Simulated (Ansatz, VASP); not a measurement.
Two plane-wave programs on Ge

```
CELL_PARAMETERS angstrom
4.06322 0.00000 0.00000
-2.03161 3.51886 0.00000
0.00000 0.00000 20.03493
ATOMIC_POSITIONS crystal
Ge 0.00000 0.00000 0.60443
Ge 0.00000 0.00000 0.27034
Ge 0.66667 0.33333 0.43748
Ge 0.66667 0.33333 0.77142
Ge 0.66667 0.33333 0.10448
Ge 0.33333 0.66667 0.93730
Ge 0.00000 0.00000 0.39557
Ge 0.00000 0.00000 0.72966
Ge 0.66667 0.33333 0.22858
Ge 0.66667 0.33333 0.56252
Ge 0.66667 0.33333 0.89552
Ge 0.33333 0.66667 0.06270
```

Alike in both runs: functional PBE; k mesh 12 × 12 × 2; occupations gaussian, width 0.1 eV; no spin polarisation.

Ansatz relaxed the structure, and its values are those at the end. VASP's run is a single point on that final structure, the one shown.

```csv
,VASP,Ansatz
version,VASP 6.6.1,Ansatz 0.2.0
potentials or method,"VASP PAW PBE potentials, release 64 (Ge_d), cutoff 520 eV","scalar-relativistic, plane waves, PAW"
valence electrons in the cell,168,168
```

VASP gave:

- gap on the k mesh at the Fermi level (eV): none
- pressure (GPa): -0.1
- rms of the force components (eV/Å): 0.003

Q: Which values does Ansatz return?

A: gap on the k mesh at the Fermi level (eV): none; pressure (GPa): 0.0; rms of the force components (eV/Å): 0.003.

A gap of «none» marks a metal or a gap that the smearing closes.
